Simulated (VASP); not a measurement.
Here is a VASP 6.6.1 calculation.

File INCAR:

```
SYSTEM = SnSe
PREC     = Accurate       ! precision mode
ENCUT    = 520            ! plane-wave cutoff, eV
EDIFF    = 1E-6           ! SCF threshold, eV
ISMEAR   = -1             ! smearing method
SIGMA    = 0.05           ! smearing width, eV
LREAL    = .False.        ! projectors in reciprocal space
LASPH    = .True.         ! aspherical terms in the spheres
NELM     = 100            ! most SCF steps
ALGO     = Normal         ! electronic algorithm
ISIF     = 2              ! what is computed and relaxed
LWAVE    = .False.        ! write WAVECAR
LCHARG   = .False.        ! write CHGCAR
GGA      = RE             ! functional
NBANDS   = 17             ! bands
```

File KPOINTS:

```
regular mesh
0
Gamma
  8 8 8
  0 0 0
```

The input POSCAR:

```
SnSe
1.0
    0.0000000000      2.9897980490      2.9897980490
    2.9897980490      0.0000000000      2.9897980490
    2.9897980490      2.9897980490      0.0000000000
Sn Se
1 1
Direct
    0.0000000000      0.0000000000      0.0000000000
    0.5000000000      0.5000000000      0.5000000000
```

Potentials or basis: VASP PAW PBE potentials, release 64 (Sn_d, Se).

Command:

```sh
$ cat potpaw_PBE.64/Sn_d/POTCAR potpaw_PBE.64/Se/POTCAR > POTCAR
$ mpirun -np 1 vasp_std > vasp.out
```

What does it give for the band gap on the k mesh?

0.65 eV, direct.

What does it give for the pressure?

3.2 GPa.

Caveat: the PAW data sets were made with another functional, which shifts forces and pressure a little; spin-orbit coupling is left out, which moves the levels of the heavy elements. A k mesh can miss the band edges.
